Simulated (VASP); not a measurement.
The system is MnAu.

```
CELL_PARAMETERS angstrom
3.20776 0.00000 0.00000
0.00000 6.41552 0.00000
0.00000 0.00000 3.20776
ATOMIC_POSITIONS crystal
Mn 0.50000 0.25000 0.50000
Mn 0.50000 0.75000 0.50000
Au 0.00000 0.00000 0.00000
Au 0.00000 0.50000 0.00000
```

Base run:

```yaml
Program: VASP 6.6.1
Functional: PBEsol
Dispersion: D3(BJ)
Potentials_or_basis: VASP PAW PBE potentials, release 64 (Mn_pv, Au)
Cutoff: 520 eV
k_mesh: 9 × 5 × 9
Occupations: methfessel-paxton, width 0.05 eV
Spin: collinear spin, ferromagnetic start
Starting_moments: "[4.0, 4.0, 0.0, 0.0] μB"
```

Its results: pressure -9.8 GPa.

Task: The run is repeated on the same cell with these changes: spin from collinear spin, ferromagnetic start to no spin polarisation; further incar settings from ALGO = Normal; EDIFF = 1e-06; NBANDS = 36 to ALGO = Normal; EDIFF = 1e-06; NBANDS = 32. What comes out?

Result: Pressure -28.7 GPa.

Caveats: the cell stands under tension; the PAW data sets were made with another functional, which shifts forces and pressure a little.
